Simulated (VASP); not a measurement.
# AlCu3 (Pm-3m) in VASP: elastic constants with LDA

Aim: the elastic constants of AlCu3 with LDA.

Program: VASP 6.6.1. These are calculated values, not measurements. Logs are shortened: lines on timing, memory, paths and dates and some standing lists are left out, and cuts for length are marked.

## (1) The cell of the first run

Symmetry: Pm-3m, No. 221, cubic system. The conventional cell has a = 3.590 Å, b = 3.590 Å, c = 3.590 Å, α = 90.00°, β = 90.00°, γ = 90.00°. Within 3.3 Å of Al (site symmetry m-3m) lie 12 Cu at 2.54 Å. Cu (site symmetry 4/mmm) has 4 Al at 2.54 Å and 8 Cu at 2.54 Å within 3.3 Å.

## (2) Elastic constants, LDA

INCAR

```
SYSTEM = AlCu3
PREC = Accurate ; ENCUT = 600
EDIFF = 1E-8 ; ISMEAR = -1
SIGMA = 0.15 ; LREAL = .FALSE.
LASPH = .TRUE. ; NELM = 100
ALGO = Normal ; ISIF = 3
LWAVE = .FALSE. ; LCHARG = .TRUE.
IBRION = 6 ; NFREE = 2
POTIM = 0.015 ; NSW = 1
KPAR = 4
```

KPOINTS

```
regular mesh
0
G
  12 12 12
  0 0 0
```

POSCAR

```
AlCu3
1.0
    3.5896220639      0.0000000000      0.0000000000
    0.0000000000      3.5896220639      0.0000000000
    0.0000000000      0.0000000000      3.5896220639
Al Cu
1 3
Direct
    0.0000000000      0.0000000000      0.0000000000
    0.5000000000      0.5000000000      0.0000000000
    0.5000000000      0.0000000000      0.5000000000
    0.0000000000      0.5000000000      0.5000000000
```

Potentials or basis: VASP PAW LDA potentials, release 64 (Al, Cu).

Command:

```sh
> cat potpaw_LDA.64/Al/POTCAR potpaw_LDA.64/Cu/POTCAR > POTCAR
> mpirun -np 4 vasp_std > vasp.out
```

OUTCAR:

```text
SYSTEM = AlCu3
   PREC = Accurate
   ENCUT = 600
   EDIFF = 1E-8
   ISMEAR = -1
   LREAL = .FALSE.
   LASPH = .TRUE.
   NELM = 100
   ISIF = 3
   IBRION = 6
   NFREE = 2
   POTIM = 0.015
   NSW = 1

 ion  position               nearest neighbor table
   1  0.000  0.000  0.000-   2 2.54   3 2.54   4 2.54   3 2.54   4 2.54   2 2.54   4 2.54   4 2.54
                             2 2.54   3 2.54   3 2.54   2 2.54
   2  0.500  0.500  0.000-   1 2.54   3 2.54   4 2.54   3 2.54   4 2.54   1 2.54   3 2.54   3 2.54
                             1 2.54   4 2.54   4 2.54   1 2.54
   3  0.500  0.000  0.500-   1 2.54   2 2.54   4 2.54   1 2.54   2 2.54   2 2.54   4 2.54   2 2.54
                             1 2.54   4 2.54   1 2.54   4 2.54
   4  0.000  0.500  0.500-   1 2.54   2 2.54   3 2.54   1 2.54   2 2.54   1 2.54   3 2.54   1 2.54
                             2 2.54   3 2.54   2 2.54   3 2.54

  LATTYP: Found a simple cubic cell.
 ALAT       =     3.5896220639

  Lattice vectors:

 A1 = (   3.5896220639,   0.0000000000,   0.0000000000)
 A2 = (   0.0000000000,   3.5896220639,   0.0000000000)
 A3 = (   0.0000000000,   0.0000000000,   3.5896220639)

Analysis of symmetry for initial positions (statically):
=====================================================================
 Subroutine PRICEL returns:
 Original cell was already a primitive cell.

 Routine SETGRP: Setting up the symmetry group for a
 simple cubic supercell.

 Subroutine GETGRP returns: Found 48 space group operations
 (whereof 48 operations were pure point group operations)
 out of a pool of 48 trial point group operations.

The static configuration has the point symmetry O_h .

Analysis of symmetry for dynamics (positions and initial velocities):
=====================================================================
 Subroutine PRICEL returns:
 Original cell was already a primitive cell.

 Routine SETGRP: Setting up the symmetry group for a
 simple cubic supercell.

 Subroutine GETGRP returns: Found 48 space group operations
 (whereof 48 operations were pure point group operations)
 out of a pool of 48 trial point group operations.

The dynamic configuration has the point symmetry O_h .

 Subroutine INISYM returns: Found 48 space group operations
 (whereof 48 operations are pure point group operations),
 and found     1 'primitive' translations

----------------------------------------------------------------------------------------

                                     Primitive cell

  volume of cell :      46.2537

  direct lattice vectors                    reciprocal lattice vectors
     3.589622064  0.000000000  0.000000000     0.278580860  0.000000000  0.000000000
     0.000000000  3.589622064  0.000000000     0.000000000  0.278580860  0.000000000
     0.000000000  0.000000000  3.589622064     0.000000000  0.000000000  0.278580860

  length of vectors
     3.589622064  3.589622064  3.589622064     0.278580860  0.278580860  0.278580860

  position of ions in fractional coordinates (direct lattice)
     0.000000000  0.000000000  0.000000000
     0.500000000  0.500000000  0.000000000
     0.500000000  0.000000000  0.500000000
[... 125 lines left out ...]
  ext. energy  EPLUGINS =         0.00000000
  ---------------------------------------------------
  free energy    TOTEN  =       -19.14221348 eV

  energy without entropy =      -19.05916089  energy(sigma->0) =      -19.10068718

------------------------ aborting loop because EDIFF is reached ----------------------------------------

  FORCE on cell =-STRESS in cart. coord.  units (eV):
  Direction    XX          YY          ZZ          XY          YZ          ZX
  --------------------------------------------------------------------------------------
  -------------------------------------------------------------------------------------
  Total        0.2042317      0.2042317      0.2042317     -0.0000000     -0.0000000      0.0000000
  in kB        7.0743666      7.0743666      7.0743666     -0.0000000     -0.0000000      0.0000000
  external PRESSURE =       7.0743666 kB  Pullay stress =       0.0000000 kB
[... 95 lines left out ...]
  FREE ENERGIE OF THE ION-ELECTRON SYSTEM (eV)
  ---------------------------------------------------
  free  energy   TOTEN  =       -19.1326627713 eV

  energy  without entropy=      -19.0505976817  energy(sigma->0) =      -19.09163023

[... ionic steps 4 to 16 ...]

--------------------------------------- Ionic step       17  -------------------------------------------

 number of electron      35.9999972 magnetization

------------------------ aborting loop because EDIFF is reached ----------------------------------------
[... 71 lines left out ...]
--------------------------------------- Ionic step       19  -------------------------------------------

 number of electron      35.9999972 magnetization

 Free energy of the ion-electron system (eV)
  ---------------------------------------------------
  ext. energy  EPLUGINS =         0.00000000
  ---------------------------------------------------
  free energy    TOTEN  =       -19.14141316 eV

  energy without entropy =      -19.05835859  energy(sigma->0) =      -19.09988588

 E-fermi :   9.0277     XC(G=0): -12.8554

 val. band max:        8.9806706453   @ k =   0.1667   0.1667   0.2500
 cond. band min:       9.0565342551   @ k =   0.0833   0.0833   0.1667
 fundamental gap:      0.0758636098
 Fermi energy:         9.0277043585

 k-point     1 :       0.0000    0.0000    0.0000
  band No.  band energies     occupation
      1      -1.9562      2.00000
      2       3.3149      2.00000
      3       3.9113      2.00000
      4       3.9114      2.00000
      5       4.1749      2.00000
      6       4.1750      2.00000
[... 589 lines left out ...]
     21      15.3800      0.00000
     22      15.4207      0.00000

 [... further k-points ...]

------------------------ aborting loop because EDIFF is reached ----------------------------------------

  FORCE on cell =-STRESS in cart. coord.  units (eV):
  Direction    XX          YY          ZZ          XY          YZ          ZX
  --------------------------------------------------------------------------------------
  -------------------------------------------------------------------------------------
  Total        0.2058072      0.2058072      0.2058929      0.0000000      0.0000000      0.0000000
  in kB        7.1289402      7.1289402      7.1319086      0.0000000      0.0000000      0.0000000
  external PRESSURE =       7.1299297 kB  Pullay stress =       0.0000000 kB
[... 19 lines left out ...]
  FREE ENERGIE OF THE ION-ELECTRON SYSTEM (eV)
  ---------------------------------------------------
  free  energy   TOTEN  =       -19.1414131602 eV

  energy  without entropy=      -19.0583585932  energy(sigma->0) =      -19.09988588

 INTERNAL STRAIN TENSORS FROM STRAINED CELLS
 ============================================

 INTERNAL STRAIN TENSOR FOR ION    1 for displacements in x,y,z  (eV/Angst):
          X           Y           Z          XY          YZ          ZX
  --------------------------------------------------------------------------------
  x     0.00000     0.00000     0.00000     0.00000     0.00000     0.00000
  y     0.00000     0.00000     0.00000     0.00000     0.00000     0.00000
  z     0.00000     0.00000     0.00000     0.00000     0.00000     0.00000

 INTERNAL STRAIN TENSORS FROM DISPLACED ATOMS
 ============================================

 INTERNAL STRAIN TENSOR FOR ION    1 for displacements in x,y,z  (eV/Angst):
          X           Y           Z          XY          YZ          ZX
  --------------------------------------------------------------------------------
  x     0.00000     0.00000     0.00000     0.00000     0.00000     0.00000
  y     0.00000     0.00000     0.00000     0.00000     0.00000     0.00000
  z     0.00000     0.00000     0.00000     0.00000     0.00000     0.00000

 INTERNAL STRAIN TENSOR FOR ION    4 for displacements in x,y,z  (eV/Angst):
          X           Y           Z          XY          YZ          ZX
  --------------------------------------------------------------------------------
  x     0.00000     0.00000     0.00000     0.00000     0.00000     0.00000
  y     0.00000     0.00000     0.00000     0.00000     0.00000     0.00000
  z     0.00000     0.00000     0.00000     0.00000     0.00000     0.00000

 Eigenvectors and eigenvalues of the dynamical matrix
 ----------------------------------------------------

   1 f  =    9.384712 THz    58.965883 2PiTHz  313.040287 cm-1    38.812032 meV
             X         Y         Z           dx          dy          dz
      0.000000  0.000000  0.000000     0.845208    0.159724   -0.000000
      1.794811  1.794811  0.000000    -0.341726   -0.064578   -0.000000
      1.794811  0.000000  1.794811    -0.341726    0.025063   -0.000000
      0.000000  1.794811  1.794811     0.132625   -0.064578   -0.000000
[... 71 lines left out ...]
  12 f/i=    0.000682 THz     0.004282 2PiTHz    0.022733 cm-1     0.002819 meV
             X         Y         Z           dx          dy          dz
      0.000000  0.000000  0.000000     0.238606    0.259007    0.003961
      1.794811  1.794811  0.000000     0.366113    0.397416    0.006077
      1.794811  0.000000  1.794811     0.366113    0.397362    0.006078
      0.000000  1.794811  1.794811     0.366063    0.397416    0.006078

--------------------------------------------------------------------------------------------------------

 ELASTIC MODULI CONTR FROM IONIC RELAXATION (kBar)
 Direction    XX          YY          ZZ          XY          YZ          ZX
 --------------------------------------------------------------------------------
 XX           0.0000      0.0000      0.0000      0.0000      0.0000      0.0000
 YY           0.0000      0.0000      0.0000      0.0000      0.0000      0.0000
 ZZ           0.0000      0.0000      0.0000      0.0000      0.0000      0.0000
 XY           0.0000      0.0000      0.0000      0.0000      0.0000      0.0000
 YZ           0.0000      0.0000      0.0000      0.0000      0.0000      0.0000
 ZX           0.0000      0.0000      0.0000      0.0000      0.0000      0.0000
 --------------------------------------------------------------------------------

 TOTAL ELASTIC MODULI (kBar)
 Direction    XX          YY          ZZ          XY          YZ          ZX
 --------------------------------------------------------------------------------
 XX        1959.4920   1517.1764   1517.1764     -0.0000     -0.0000      0.0000
 YY        1517.1764   1959.4920   1517.1764     -0.0000     -0.0000      0.0000
 ZZ        1517.1764   1517.1764   1959.4920      0.0000      0.0000      0.0000
 XY          -0.0000     -0.0000      0.0000   1045.5865      0.0000      0.0000
 YZ          -0.0000     -0.0000      0.0000      0.0000   1045.5865      0.0000
 ZX           0.0000      0.0000      0.0000      0.0000      0.0000   1045.5865
 --------------------------------------------------------------------------------
```

Run time: 46 min. Hardware: 4 MPI ranks of Oxide Virtual Turin-like, shared host; peak memory 0.9 GiB.

What came out:

- Elastic constants C11, C12, C44: 196, 152, 105 GPa
- Voigt bulk modulus: 166 GPa
- Highest phonon frequency at Γ: 313 cm⁻¹

Phonon frequencies in cm⁻¹ (negative: imaginary):
| q point | frequencies |
| --- | --- |
| (0.000, 0.000, 0.000) | 0 0 0 169 169 169 204 204 204 313 313 313 |

Elastic tensor in Voigt notation (GPa, in the Cartesian axes of the cell as first typed):
```
196 152 152   0   0   0
152 196 152   0   0   0
152 152 196   0   0   0
  0   0   0 105   0   0
  0   0   0   0 105   0
  0   0   0   0   0 105
```

Clamped-ion elastic tensor (GPa):
```
196 152 152   0   0   0
152 196 152   0   0   0
152 152 196   0   0   0
  0   0   0 105   0   0
  0   0   0   0 105   0
  0   0   0   0   0 105
```
